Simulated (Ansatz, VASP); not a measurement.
## NaF in VASP and in Ansatz

File INCAR:

```
SYSTEM = NaF
  ALGO = Normal
  EDIFF = 1E-6
  ENCUT = 520
  GGA = PE
  ISIF = 2
  ISMEAR = 0
  LASPH = .True.
  LCHARG = .False.
  LREAL = .False.
  LWAVE = .False.
  NBANDS = 14
  NELM = 60
  PREC = Accurate
  SIGMA = 0.02
```

KPOINTS

```
k-points
0
Gamma
  8 8 8
  0 0 0
```

The input POSCAR:

```
NaF
1.0
    0.0000000000      2.3017763979      2.3017763979
    2.3017763979      0.0000000000      2.3017763979
    2.3017763979      2.3017763979      0.0000000000
Na F
1 1
Direct
    0.0000000000      0.0000000000      0.0000000000
    0.5000000000      0.5000000000      0.5000000000
```

Input for Ansatz:

```yaml
crystal:
  lattice:
    - [0.0, 2.3017763979, 2.3017763979]
    - [2.3017763979, 0.0, 2.3017763979]
    - [2.3017763979, 2.3017763979, 0.0]
  atoms:
    - { symbol: Na, position: [0.0, 0.0, 0.0] }
    - { symbol: F, position: [0.5, 0.5, 0.5] }
basis:
  ecutwfc: 420
kpoints:
  mp_grid: { grid: [8, 8, 8] }
hamiltonian:
  xc: pbe
scf:
  occupations: { method: gaussian, width: 0.02 }
output:
  forces: true
  stress: true
  eigenvalues: true
```

Alike in both runs: task single point; functional PBE; k mesh 8 × 8 × 8; occupations gaussian, width 0.02 eV; no spin polarisation.

```csv
,VASP,Ansatz
version,VASP 6.6.1,Ansatz 0.2.0
potentials or method,"VASP PAW PBE potentials, release 64 (Na_pv, F), cutoff 520 eV","scalar-relativistic, plane waves, PAW"
valence electrons in the cell,14,16
```

```tsv
	VASP	Ansatz	Ansatz less VASP
gap on the k mesh at the Fermi level (eV)	6.41	6.42	+0.017
least direct gap on the mesh (eV)	6.41	6.42	+0.017
pressure (GPa)	3.1	3.3	+0.12
```

With one functional, cell and mesh, what is left measures potentials, basis and numerics. VASP's potentials hold 14 valence electrons a cell and Ansatz's 16, so a difference there can come from the potentials and not from the codes.
